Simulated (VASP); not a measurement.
Write the native input for VASP 6.6.1 that does the following.

```yaml
Task: single point
Functional: PBE
Potentials_or_basis: VASP PAW PBE potentials, release 64 (Ba_sv, F)
Cutoff: 600 eV
k_mesh: 8 × 8 × 8
Occupations: fermi-dirac, width 0.05 eV
Spin: no spin polarisation
Dipole_correction: no
Further_INCAR_settings: ALGO = Normal; EDIFF = 1e-06; NBANDS = 19
```

The structure of BaF2 lies in POSCAR:

```
BaF2
1.0
    0.0000000000      3.1408448098      3.1408448098
    3.1408448098      0.0000000000      3.1408448098
    3.1408448098      3.1408448098      0.0000000000
Ba F
1 2
Direct
    0.0000000000      0.0000000000      0.0000000000
    0.7500000000      0.7500000000      0.7500000000
    0.2500000000      0.2500000000      0.2500000000
```

One way to write it, as run:

INCAR

```
PREC     = Accurate       # precision mode
ENCUT    = 600            # plane-wave cutoff, eV
EDIFF    = 1E-6           # SCF threshold, eV
ISMEAR   = -1             # smearing method
SIGMA    = 0.05           # smearing width, eV
LREAL    = F              # projectors in reciprocal space
LASPH    = T              # aspherical terms in the spheres
NELM     = 120            # most SCF steps
ALGO     = Normal         # electronic algorithm
ISIF     = 2              # what is computed and relaxed
LWAVE    = F              # write WAVECAR
LCHARG   = F              # write CHGCAR
GGA      = PE             # functional
NBANDS   = 19             # bands
GGA_COMPAT= F
```

KPOINTS

```
regular mesh
0
Gamma
  8 8 8
```

Potentials or basis: VASP PAW PBE potentials, release 64 (Ba_sv, F).

Run with:

```bash
$ cat potpaw_PBE.64/Ba_sv/POTCAR potpaw_PBE.64/F/POTCAR > POTCAR
$ mpirun -np 1 vasp_std > vasp.out
```

Results of the run:

```
Pressure               : -0.1 GPa
Band gap on the k mesh : 6.59 eV (least direct gap 6.65 eV)
```

Caveat: spin-orbit coupling is left out, which moves the levels of the heavy elements.

It took 27 s on 1 thread of Intel(R) Xeon(R) Platinum 8259CL CPU @ 2.50GHz (Skylake/Cascade Lake), with other jobs on the host, peak memory 0.22 GiB.
